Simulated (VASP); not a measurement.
# GaAs in VASP: further runs

The runs below take GaAs through single point, relaxation of cell and atoms, with PBE.

Everything below comes from runs of VASP 6.6.1. Logs are shortened: lines on timing, memory, paths and dates and some standing lists are left out, and cuts for length are marked.

**1. The cell of the first run**

It takes space group Cmmm (No. 65, orthorhombic). Conventional cell: a = 3.714 Å, b = 3.835 Å, c = 7.154 Å, α = 90.00°, β = 90.00°, γ = 90.00°. Within 2.5 Å of Ga (site symmetry mmm) lie 4 As at 1.86 to 1.92 Å. Within 2.5 Å of As (site symmetry mmm) lie 4 Ga at 1.86 to 1.92 Å.

**2. Single point, PBE**

INCAR

```
SYSTEM = GaAs
PREC     = Accurate       ! precision mode
ENCUT    = 520            ! plane-wave cutoff, eV
EDIFF    = 1E-6           ! SCF threshold, eV
ISMEAR   = 0              ! smearing method
SIGMA    = 0.1            ! smearing width, eV
LREAL    = .False.        ! projectors in reciprocal space
LASPH    = .True.         ! aspherical terms in the spheres
NELM     = 100            ! most SCF steps
ALGO     = Normal         ! electronic algorithm
ISIF     = 2              ! what is computed and relaxed
LWAVE    = .False.        ! write WAVECAR
LCHARG   = .False.        ! write CHGCAR
GGA      = PE             ! functional
NBANDS   = 16             ! bands
```

KPOINTS

```
regular mesh
0
Gamma
  6 6 4
  0 0 0
```

POSCAR

```
GaAs
1.0
    1.8572145100     -1.9174868500      0.0000000000
    1.8572145100      1.9174868500      0.0000000000
    0.0000000000      0.0000000000      7.1535713400
Ga As
1 1
Direct
    0.5000000000      0.5000000000      0.5000000000
    0.0000000000      0.0000000000      0.5000000000
```

Potentials or basis: VASP PAW PBE potentials, release 64 (Ga_d, As).

Started as:

```bash
> cat potpaw_PBE.64/Ga_d/POTCAR potpaw_PBE.64/As/POTCAR > POTCAR
> mpirun -np 1 vasp_std > vasp.out
```

OUTCAR:

```text
SYSTEM = GaAs
   PREC = Accurate
   ENCUT = 520
   EDIFF = 1E-6
   ISMEAR = 0
   LREAL = .False.
   LASPH = .True.
   NELM = 100
   ISIF = 2
   GGA = PE

 ion  position               nearest neighbor table
   1  0.500  0.500  0.500-   2 1.86   2 1.86   2 1.92   2 1.92
   2  0.000  0.000  0.500-   1 1.86   1 1.86   1 1.92   1 1.92

  LATTYP: Found a base centered orthorhombic cell.
 ALAT       =     3.7144290200
 B/A-ratio  =     1.0324530848
 C/A-ratio  =     1.9258872094

  Lattice vectors:

 A1 = (   1.8572145100,  -1.9174868500,   0.0000000000)
 A2 = (   1.8572145100,   1.9174868500,   0.0000000000)
 A3 = (   0.0000000000,   0.0000000000,   7.1535713400)

Analysis of symmetry for initial positions (statically):
=====================================================================
 Subroutine PRICEL returns:
 Original cell was already a primitive cell.

 Routine SETGRP: Setting up the symmetry group for a
 base centered orthorhombic supercell.

 Subroutine GETGRP returns: Found  8 space group operations
 (whereof  8 operations were pure point group operations)
 out of a pool of  8 trial point group operations.

The static configuration has the point symmetry D_2h.

Analysis of symmetry for dynamics (positions and initial velocities):
=====================================================================
 Subroutine PRICEL returns:
 Original cell was already a primitive cell.

 Routine SETGRP: Setting up the symmetry group for a
 base centered orthorhombic supercell.

 Subroutine GETGRP returns: Found  8 space group operations
 (whereof  8 operations were pure point group operations)
 out of a pool of  8 trial point group operations.

The dynamic configuration has the point symmetry D_2h.

 Subroutine INISYM returns: Found  8 space group operations
 (whereof  8 operations are pure point group operations),
 and found     1 'primitive' translations

----------------------------------------------------------------------------------------

                                     Primitive cell

  volume of cell :      50.9504

  direct lattice vectors                    reciprocal lattice vectors
     1.857214510 -1.917486850  0.000000000     0.269220382 -0.260757981  0.000000000
     1.857214510  1.917486850  0.000000000     0.269220382  0.260757981  0.000000000
     0.000000000  0.000000000  7.153571340     0.000000000  0.000000000  0.139790316

  length of vectors
     2.669457165  2.669457165  7.153571340     0.374799065  0.374799065  0.139790316

  position of ions in fractional coordinates (direct lattice)
     0.500000000  0.500000000  0.500000000
     0.000000000  0.000000000  0.500000000

  ion indices of the primitive-cell ions
   primitive index   ion index
                 1           1
                 2           2

----------------------------------------------------------------------------------------

 KPOINTS: regular mesh

Automatic generation of k-mesh.
 Grid dimensions read from file:
 generate k-points for:    6    6    4

 Generating k-lattice:

  Cartesian coordinates                     Fractional coordinates (reciprocal lattice)
     0.044870064 -0.043459664  0.000000000     0.166666667 -0.000000000  0.000000000
     0.044870064  0.043459664  0.000000000    -0.000000000  0.166666667  0.000000000
     0.000000000  0.000000000  0.034947579     0.000000000  0.000000000  0.250000000

  Length of vectors
     0.062466511  0.062466511  0.034947579

  Shift w.r.t. Gamma in fractional coordinates (k-lattice)
     0.000000000  0.000000000  0.000000000

 Subroutine IBZKPT returns following result:
 ===========================================

 Found     39 irreducible k-points:

 Following reciprocal coordinates:
            Coordinates               Weight
  0.000000  0.000000  0.000000      1.000000
  0.166667 -0.000000  0.000000      4.000000
  0.333333  0.000000  0.000000      4.000000
  0.500000  0.000000  0.000000      2.000000
  0.166667  0.166667  0.000000      2.000000
  0.333333  0.166667  0.000000      4.000000
[... 16 lines left out ...]
  0.333333  0.333333  0.250000      4.000000
  0.500000  0.333333  0.250000      8.000000
 [... further k-points ...]
   k-points           NKPTS =     39   k-points in BZ     NKDIM =     39   number of bands    NBANDS=     16
   number of dos      NEDOS =    301   number of ions     NIONS =      2
   total plane-waves  NPLWV =  21600
   dimension x,y,z NGX =    20 NGY =   20 NGZ =   54
   dimension x,y,z NGXF=    40 NGYF=   40 NGZF=  108
   ions per type =               1   1
   NGX,Y,Z   is equivalent  to a cutoff of  12.46, 12.46, 12.55 a.u.
   NGXF,Y,Z  is equivalent  to a cutoff of  24.91, 24.91, 25.10 a.u.
 SYSTEM =  GaAs
   PREC   = accura    normal or accurate (medium, high low for compatibility)
   ISTART =      0    job   : 0-new  1-cont  2-samecut
   ICHARG =      2    charge: 1-file 2-atom 10-const
   ISPIN  =      1    spin polarized calculation?
   LNONCOLLINEAR =      F non collinear calculations
   LSORBIT =      F    spin-orbit coupling
   LASPH  =      T    aspherical Exc in radial PAW
   ENCUT  =  520.0 eV  38.22 Ry    6.18 a.u.   4.96  4.96 13.30*2*pi/ulx,y,z
   NELM   =    100;   NELMIN=  2; NELMDL= -5     # of ELM steps
   EDIFF  = 0.1E-05   stopping-criterion for ELM
   LREAL  =      F    real-space projection
   EDIFFG = 0.1E-04   stopping-criterion for IOM
   NSW    =      0    number of steps for IOM
   IBRION =     -1    ionic relax: 0-MD 1-quasi-New 2-CG
   NFREE  =      0    steps in history (QN), initial steepest desc. (CG)
   ISIF   =      2    stress and relaxation
   ISYM   =      2    0-nonsym 1-usesym 2-fastsym
   POTIM  = 0.5000    time-step for ionic-motion
   TEBEG  =    0.0;   TEEND  =   0.0 temperature during run
   PSTRESS=    0.0 pullay stress
   NELECT =      18.0000    total number of electrons
   NUPDOWN=      -1.0000    fix difference up-down
   EMIN   =  10.00;   EMAX   =-10.00  energy-range for DOS
   EFERMI =   0.00;   METHOD = LEGACY
   ISMEAR =     0;   SIGMA  =   0.10  broadening in eV -4-tet -1-fermi 0-gaus
   EFERMI_NEDOS =   21; number of points for ismear=-14 and -15
   IALGO  =     38    algorithm
   IMIX   =      4    mixing-type and parameters
     AMIX     =   0.40;   BMIX     =  1.00
     AMIX_MAG =   1.60;   BMIX_MAG =  1.00
  volume/ion in A,a.u.               =      25.48       171.92
  Fermi-wavevector in a.u.,A,eV,Ry     =   1.157310  2.187000 18.223201  1.339367
  Thomas-Fermi vector in A             =   2.293923
   LORBIT       =      0    0 simple, 1 ext, 2 COOP (PROOUT), +10 PAW based schemes
   GGA     = PE    functional components
   LHFCALC =     F    Hartree Fock is set to
   AEXX    =    0.0000 exact exchange contribution
   IVDW    =     0    specifies the selected vdW correction
   LEPSILON=     F    determine dielectric tensor
   LRPA    =     F    only Hartree local field effects (RPA)
 non-spin polarized calculation
 Gauss-broadening in eV      SIGMA  =   0.10
  energy-cutoff  :      520.00
  volume of cell :       50.95
 maximum number of plane-waves:      1388
   NGX =  9   NGY =  9   NGZ = 27

 number of electron      18.0000000 magnetization

 Free energy of the ion-electron system (eV)
  ---------------------------------------------------
  ext. energy  EPLUGINS =         0.00000000
  ---------------------------------------------------
  free energy    TOTEN  =         6.74300795 eV

  energy without entropy =        6.74629985  energy(sigma->0) =        6.74465390

 E-fermi :   3.5636     XC(G=0):  -7.2549

 val. band max:        3.4570031349   @ k =   0.1667  -0.0000   0.5000
 cond. band min:       3.6056409878   @ k =   0.5000   0.5000   0.5000
 fundamental gap:      0.1486378529
 Fermi energy:         3.5636101348

 k-point     1 :       0.0000    0.0000    0.0000
  band No.  band energies     occupation
      1     -17.2324      2.00000
      2     -14.7946      2.00000
      3     -14.2355      2.00000
      4     -13.7029      2.00000
      5     -13.6019      2.00000
      6     -12.5894      2.00000
[... 8 lines left out ...]
     15      15.8028      0.00000
     16      18.3323      0.00000

 k-point     2 :       0.1667   -0.0000    0.0000
  band No.  band energies     occupation
      1     -16.7120      2.00000
      2     -14.7296      2.00000
      3     -14.4291      2.00000
      4     -13.7904      2.00000
      5     -13.6305      2.00000
      6     -12.5376      2.00000
[... 8 lines left out ...]
     15      15.3014      0.00000
     16      17.8754      0.00000

 k-point     3 :       0.3333    0.0000    0.0000
  band No.  band energies     occupation
      1     -15.5710      2.00000
      2     -14.8065      2.00000
      3     -14.3364      2.00000
      4     -13.9961      2.00000
      5     -13.6380      2.00000
      6     -12.3008      2.00000
[... 8 lines left out ...]
     15      13.8271      0.00000
     16      14.7381      0.00000

 k-point     4 :       0.5000    0.0000    0.0000
  band No.  band energies     occupation
      1     -15.1824      2.00000
      2     -14.9742      2.00000
      3     -14.0949      2.00000
      4     -13.7081      2.00000
      5     -13.6380      2.00000
      6     -11.6826      2.00000
[... 8 lines left out ...]
     15      14.6955      0.00000
     16      14.8898      0.00000
[... 324 lines left out ...]
 k-point    22 :      -0.1667    0.1667    0.2500
  band No.  band energies     occupation
      1     -16.2941      2.00000
      2     -14.6453      2.00000
      3     -14.5671      2.00000
      4     -13.7608      2.00000
      5     -13.7361      2.00000
      6     -12.4049      2.00000
[... 8 lines left out ...]
     15      14.1515      0.00000
     16      14.8711      0.00000

 k-point    23 :       0.3333    0.3333    0.2500
  band No.  band energies     occupation
      1     -15.6831      2.00000
      2     -14.2017      2.00000
      3     -14.0088      2.00000
      4     -13.9624      2.00000
      5     -13.7907      2.00000
      6     -10.5451      2.00000
[... 8 lines left out ...]
     15      15.8608      0.00000
     16      16.0578      0.00000

 k-point    24 :       0.5000    0.3333    0.2500
  band No.  band energies     occupation
      1     -15.8851      2.00000
      2     -14.0978      2.00000
      3     -13.9581      2.00000
      4     -13.8172      2.00000
      5     -13.6239      2.00000
      6      -8.5875      2.00000
[... 8 lines left out ...]
     15      12.7638      0.00000
     16      15.1811      0.00000

 [... further k-points ...]
[... 5 lines left out ...]
  --------------------------------------------------------------------------------------
  -------------------------------------------------------------------------------------
  Total       67.9663149     55.6443216     -0.0049858      0.0000000      0.0000000      0.0000000
  in kB     2137.2579208   1749.7824818     -0.1567830      0.0000000      0.0000000      0.0000000
  external PRESSURE =    1295.6278732 kB  Pullay stress =       0.0000000 kB

 VOLUME and BASIS-vectors are now :
 -----------------------------------------------------------------------------
  energy-cutoff  :      520.00
  volume of cell :       50.95
      direct lattice vectors                 reciprocal lattice vectors
     1.857214510 -1.917486850  0.000000000     0.269220382 -0.260757981  0.000000000
     1.857214510  1.917486850  0.000000000     0.269220382  0.260757981  0.000000000
     0.000000000  0.000000000  7.153571340     0.000000000  0.000000000  0.139790316

 POSITION                                       TOTAL-FORCE (eV/Angst)
 -----------------------------------------------------------------------------------
      1.85721      0.00000      3.57679        -0.000000     -0.000000      0.000000
      0.00000      0.00000      3.57679         0.000000      0.000000      0.000000
 -----------------------------------------------------------------------------------
    total drift:                                0.000000      0.000000      0.000000

  FREE ENERGIE OF THE ION-ELECTRON SYSTEM (eV)
  ---------------------------------------------------
  free  energy   TOTEN  =         6.7430079511 eV

  energy  without entropy=        6.7462998507  energy(sigma->0) =        6.74465390
```

It took 19 s on 1 thread of Intel Xeon 6975P-C (Granite Rapids), shared host; peak memory 0.17 GiB.

What came out:

* Free energy: 6.7430 eV
* Pressure: 129.6 GPa
* Band gap on the k mesh: zero (band 9 reaches 5.95 eV, above the bottom of band 10 at 2.65 eV)

Caveat: the k points lie up to 0.39 Å⁻¹ apart.

(Continued in part 2 of 2.)
